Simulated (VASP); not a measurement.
# Ta3Si (Fm-3m) in VASP: relaxation of cell and atoms with r2SCAN

Aim: the relaxation of cell and atoms of Ta3Si with r2SCAN.

Program: VASP 6.6.1. These are calculated values, not measurements. Logs are shortened: lines on timing, memory, paths and dates and some standing lists are left out, and cuts for length are marked.

**1. The cell of the first run**

It takes space group Fm-3m (No. 225, cubic). Conventional cell: a = 6.190 Å, b = 6.190 Å, c = 6.190 Å, α = 90.00°, β = 90.00°, γ = 90.00°. Within 3.5 Å of Ta (site symmetry -43m) lie 10 Ta at 2.68 to 3.09 Å and 4 Si at 2.68 Å. Within 3.5 Å of Ta (site symmetry m-3m) lie 8 Ta at 2.68 Å and 6 Si at 3.09 Å. Si (site symmetry m-3m) has 14 Ta at 2.68 to 3.09 Å within 3.5 Å.

**2. Relaxation of cell and atoms, r2SCAN**

POSCAR

```
Ta3Si
1.0
    0.0000000000      3.0949032638      3.0949032638
    3.0949032638      0.0000000000      3.0949032638
    3.0949032638      3.0949032638      0.0000000000
Ta Si
3 1
Direct
    0.2500000000      0.2500000000      0.2500000000
    0.7500000000      0.7500000000      0.7500000000
    0.5000000000      0.5000000000      0.5000000000
    0.0000000000      0.0000000000      0.0000000000
```

INCAR.step1

```
SYSTEM = Ta3Si
  PREC = Accurate
  ENCUT = 600
  ISMEAR = 0
  SIGMA = 0.1
  LREAL = .FALSE.
  LASPH = .TRUE.
  NELM = 60
  GGA = PE
  ALGO = Normal
  EDIFF = 1E-4
  LWAVE = .TRUE.
  LCHARG = .FALSE.
```

INCAR.step2

```
SYSTEM = Ta3Si
  PREC = Accurate
  ENCUT = 600
  EDIFF = 1E-6
  ISMEAR = 0
  SIGMA = 0.1
  LREAL = .FALSE.
  LASPH = .TRUE.
  NELM = 60
  ALGO = Normal
  ISIF = 3
  LWAVE = .FALSE.
  LCHARG = .FALSE.
  METAGGA = R2SCAN
  LMIXTAU = .TRUE.
  IBRION = 2
  NSW = 80
  EDIFFG = -0.05
  ISTART = 1
```

KPOINTS

```
regular mesh
0
G
  6 6 6
  0 0 0
```

Potentials or basis: VASP PAW PBE potentials, release 64 (Ta_pv, Si).

Launch:

```sh
cat potpaw_PBE.64/Ta_pv/POTCAR potpaw_PBE.64/Si/POTCAR > POTCAR
cp INCAR.step1 INCAR
mpirun -np 1 vasp_std > vasp.out
cp INCAR.step2 INCAR
mpirun -np 1 vasp_std > vasp.out
```

OUTCAR:

```text
SYSTEM = Ta3Si
   PREC = Accurate
   ENCUT = 600
   EDIFF = 1E-6
   ISMEAR = 0
   LREAL = .FALSE.
   LASPH = .TRUE.
   NELM = 60
   ISIF = 3
   METAGGA = R2SCAN
   IBRION = 2
   NSW = 80
   EDIFFG = -0.05
   ISTART = 1

 ion  position               nearest neighbor table
   1  0.250  0.250  0.250-   3 2.68   4 2.68   4 2.68   4 2.68   4 2.68   3 2.68   3 2.68   3 2.68
                             2 3.09   2 3.09   2 3.09   2 3.09   2 3.09   2 3.09
   2  0.750  0.750  0.750-   3 2.68   4 2.68   3 2.68   3 2.68   3 2.68   4 2.68   4 2.68   4 2.68
                             1 3.09   1 3.09   1 3.09   1 3.09   1 3.09   1 3.09
   3  0.500  0.500  0.500-   1 2.68   2 2.68   1 2.68   1 2.68   1 2.68   2 2.68   2 2.68   2 2.68
                             4 3.09   4 3.09   4 3.09   4 3.09   4 3.09   4 3.09
   4  0.000  0.000  0.000-   1 2.68   2 2.68   2 2.68   2 2.68   2 2.68   1 2.68   1 2.68   1 2.68
                             3 3.09   3 3.09   3 3.09   3 3.09   3 3.09   3 3.09

  LATTYP: Found a face centered cubic cell.
 ALAT       =     6.1898065276

  Lattice vectors:

 A1 = (   0.0000000000,   3.0949032638,   3.0949032638)
 A2 = (   3.0949032638,   0.0000000000,   3.0949032638)
 A3 = (   3.0949032638,   3.0949032638,   0.0000000000)

Analysis of symmetry for initial positions (statically):
=====================================================================
 Subroutine PRICEL returns:
 Original cell was already a primitive cell.

 Routine SETGRP: Setting up the symmetry group for a
 face centered cubic supercell.

 Subroutine GETGRP returns: Found 48 space group operations
 (whereof 48 operations were pure point group operations)
 out of a pool of 48 trial point group operations.

The static configuration has the point symmetry O_h .

Analysis of symmetry for dynamics (positions and initial velocities):
=====================================================================
 Subroutine PRICEL returns:
 Original cell was already a primitive cell.

 Routine SETGRP: Setting up the symmetry group for a
 face centered cubic supercell.

 Subroutine GETGRP returns: Found 48 space group operations
 (whereof 48 operations were pure point group operations)
 out of a pool of 48 trial point group operations.

The dynamic configuration has the point symmetry O_h .

 Subroutine INISYM returns: Found 48 space group operations
 (whereof 48 operations are pure point group operations),
 and found     1 'primitive' translations

----------------------------------------------------------------------------------------

                                     Primitive cell

  volume of cell :      59.2886

  direct lattice vectors                    reciprocal lattice vectors
     0.000000000  3.094903264  3.094903264    -0.161555938  0.161555938  0.161555938
     3.094903264  0.000000000  3.094903264     0.161555938 -0.161555938  0.161555938
     3.094903264  3.094903264  0.000000000     0.161555938  0.161555938 -0.161555938

  length of vectors
     4.376854170  4.376854170  4.376854170     0.279823093  0.279823093  0.279823093

  position of ions in fractional coordinates (direct lattice)
     0.250000000  0.250000000  0.250000000
     0.750000000  0.750000000  0.750000000
     0.500000000  0.500000000  0.500000000
     0.000000000  0.000000000  0.000000000

  ion indices of the primitive-cell ions
   primitive index   ion index
                 1           1
                 2           2
                 3           3
                 4           4

----------------------------------------------------------------------------------------

 KPOINTS: regular mesh

Automatic generation of k-mesh.
 Grid dimensions read from file:
 generate k-points for:    6    6    6

 Generating k-lattice:

  Cartesian coordinates                     Fractional coordinates (reciprocal lattice)
    -0.026925990  0.026925990  0.026925990     0.166666667  0.000000000  0.000000000
     0.026925990 -0.026925990  0.026925990     0.000000000  0.166666667  0.000000000
     0.026925990  0.026925990 -0.026925990     0.000000000  0.000000000  0.166666667

  Length of vectors
     0.046637182  0.046637182  0.046637182

  Shift w.r.t. Gamma in fractional coordinates (k-lattice)
     0.000000000  0.000000000  0.000000000

 Subroutine IBZKPT returns following result:
 ===========================================

 Found     16 irreducible k-points:

 Following reciprocal coordinates:
            Coordinates               Weight
  0.000000  0.000000  0.000000      1.000000
  0.166667  0.000000  0.000000      8.000000
  0.333333  0.000000  0.000000      8.000000
  0.500000  0.000000  0.000000      4.000000
  0.166667  0.166667  0.000000      6.000000
  0.333333  0.166667  0.000000     24.000000
[... 8 lines left out ...]
 -0.333333  0.333333  0.166667     24.000000
 -0.333333  0.500000  0.166667     12.000000
   k-points           NKPTS =     16   k-points in BZ     NKDIM =     16   number of bands    NBANDS=     22
   number of dos      NEDOS =    301   number of ions     NIONS =      4
   total plane-waves  NPLWV =  46656
   dimension x,y,z NGX =    36 NGY =   36 NGZ =   36
   dimension x,y,z NGXF=    72 NGYF=   72 NGZF=   72
   ions per type =               3   1
   NGX,Y,Z   is equivalent  to a cutoff of  13.67, 13.67, 13.67 a.u.
   NGXF,Y,Z  is equivalent  to a cutoff of  27.35, 27.35, 27.35 a.u.
 SYSTEM =  Ta3Si
   PREC   = accura    normal or accurate (medium, high low for compatibility)
   ISTART =      1    job   : 0-new  1-cont  2-samecut
   ICHARG =      0    charge: 1-file 2-atom 10-const
   ISPIN  =      1    spin polarized calculation?
   LNONCOLLINEAR =      F non collinear calculations
   LSORBIT =      F    spin-orbit coupling
   LASPH  =      T    aspherical Exc in radial PAW
   ENCUT  =  600.0 eV  44.10 Ry    6.64 a.u.   8.74  8.74  8.74*2*pi/ulx,y,z
   NELM   =     60;   NELMIN=  2; NELMDL=  0     # of ELM steps
   EDIFF  = 0.1E-05   stopping-criterion for ELM
   LREAL  =      F    real-space projection
   EDIFFG = -.5E-01   stopping-criterion for IOM
   NSW    =     80    number of steps for IOM
   IBRION =      2    ionic relax: 0-MD 1-quasi-New 2-CG
   NFREE  =      1    steps in history (QN), initial steepest desc. (CG)
   ISIF   =      3    stress and relaxation
   ISYM   =      2    0-nonsym 1-usesym 2-fastsym
   POTIM  = 0.5000    time-step for ionic-motion
   TEBEG  =    0.0;   TEEND  =   0.0 temperature during run
   PSTRESS=    0.0 pullay stress
   NELECT =      37.0000    total number of electrons
   NUPDOWN=      -1.0000    fix difference up-down
   EMIN   =  10.00;   EMAX   =-10.00  energy-range for DOS
   EFERMI =   0.00;   METHOD = LEGACY
   ISMEAR =     0;   SIGMA  =   0.10  broadening in eV -4-tet -1-fermi 0-gaus
   EFERMI_NEDOS =   21; number of points for ismear=-14 and -15
   IALGO  =     38    algorithm
   IMIX   =      4    mixing-type and parameters
     AMIX     =   0.40;   BMIX     =  1.00
     AMIX_MAG =   1.60;   BMIX_MAG =  1.00
  volume/ion in A,a.u.               =      14.82       100.02
  Fermi-wavevector in a.u.,A,eV,Ry     =   1.399002  2.643730 26.629411  1.957207
  Thomas-Fermi vector in A             =   2.522104
   LORBIT       =      0    0 simple, 1 ext, 2 COOP (PROOUT), +10 PAW based schemes
   METAGGA = R2SCAN    functional components
   LHFCALC =     F    Hartree Fock is set to
   AEXX    =    0.0000 exact exchange contribution
   IVDW    =     0    specifies the selected vdW correction
   LEPSILON=     F    determine dielectric tensor
   LRPA    =     F    only Hartree local field effects (RPA)
 conjugate gradient relaxation of ions
 non-spin polarized calculation
 Gauss-broadening in eV      SIGMA  =   0.10
  energy-cutoff  :      600.00
  volume of cell :       59.29
 maximum number of plane-waves:      2006
   NGX = 17   NGY = 17   NGZ = 17

--------------------------------------- Ionic step        1  -------------------------------------------

 number of electron      36.9999997 magnetization

 Free energy of the ion-electron system (eV)
  ---------------------------------------------------
  ext. energy  EPLUGINS =         0.00000000
  ---------------------------------------------------
  free energy    TOTEN  =      -154.00728521 eV

  energy without entropy =     -153.99166674  energy(sigma->0) =     -153.99947598

------------------------ aborting loop because EDIFF is reached ----------------------------------------

  FORCE on cell =-STRESS in cart. coord.  units (eV):
  Direction    XX          YY          ZZ          XY          YZ          ZX
  --------------------------------------------------------------------------------------
  -------------------------------------------------------------------------------------
  Total       10.9800059     10.9800059     10.9800059      0.0000000     -0.0000000      0.0000000
  in kB      296.7166551    296.7166551    296.7166551      0.0000000     -0.0000000      0.0000000
  external PRESSURE =     296.7166551 kB  Pullay stress =       0.0000000 kB
[... 99 lines left out ...]
  energy  without entropy=     -154.5909092766  energy(sigma->0) =     -154.59867351

--------------------------------------- Ionic step        4  -------------------------------------------

 number of electron      36.9999997 magnetization

 Free energy of the ion-electron system (eV)
  ---------------------------------------------------
  ext. energy  EPLUGINS =         0.00000000
  ---------------------------------------------------
  free energy    TOTEN  =      -154.61014603 eV

  energy without entropy =     -154.59482270  energy(sigma->0) =     -154.60248436

 E-fermi :   7.0132     XC(G=0): -13.5216

 val. band max:        7.0035875639   @ k =   0.5000   0.1667   0.0000
 cond. band min:       7.0440297565   @ k =   0.5000   0.3333   0.1667
 fundamental gap:      0.0404421926
 Fermi energy:         7.0132119333

 k-point     1 :       0.0000    0.0000    0.0000
  band No.  band energies     occupation
      1     -28.4779      2.00000
      2     -28.4779      2.00000
      3     -28.4779      2.00000
      4     -28.4726      2.00000
      5     -28.4726      2.00000
      6     -28.4726      2.00000
[... 420 lines left out ...]
  FREE ENERGIE OF THE ION-ELECTRON SYSTEM (eV)
  ---------------------------------------------------
  free  energy   TOTEN  =      -154.6101460284 eV

  energy  without entropy=     -154.5948227008  energy(sigma->0) =     -154.60248436

 reached required accuracy - stopping structural energy minimisation
```

Run time: 4 min. Hardware: 1 thread of Intel Xeon Platinum 8559C (Emerald Rapids), shared host; peak memory 0.24 GiB.

Results:

```
Free energy                           : -154.6101 eV
Relaxed volume                        : 16.63 Å³/atom
Relaxed cell                          : a = 4.548 Å, b = 4.548 Å, c = 4.548 Å, α = 60.00°, β = 60.00°, γ = 60.00°
Space group after relaxing (to 0.1 Å) : Fm-3m (No. 225)
Energy gained by relaxing             : 150.7 meV/atom
Ionic steps                           : 4
Pressure after relaxing               : -0.2 GPa
Band gap on the k mesh                : zero (an odd number of electrons rules out a gap without spin polarisation)
```

Step by step:
```tsv
step	energy change (eV)	largest force (eV/Å)	pressure (GPa)	volume (Å³)
1	0.0000	0.0000	29.67	59.29
2	1.7775	0.0000	-30.39	86.10
3	-0.5992	0.0000	-1.91	67.06
4	-0.6029	0.0000	-0.25	66.51
```

Final structure:
```
Ta Si
1.0
     0.00000    3.21585    3.21585
     3.21585    0.00000    3.21585
     3.21585    3.21585    0.00000
Ta Si
3 1
Direct
  0.25000 0.25000 0.25000
  0.75000 0.75000 0.75000
  0.50000 0.50000 0.50000
  0.00000 0.00000 0.00000
```

Caveat: the PAW data sets were made with another functional, which shifts forces and pressure a little; spin-orbit coupling is left out, which moves the levels of the heavy elements.
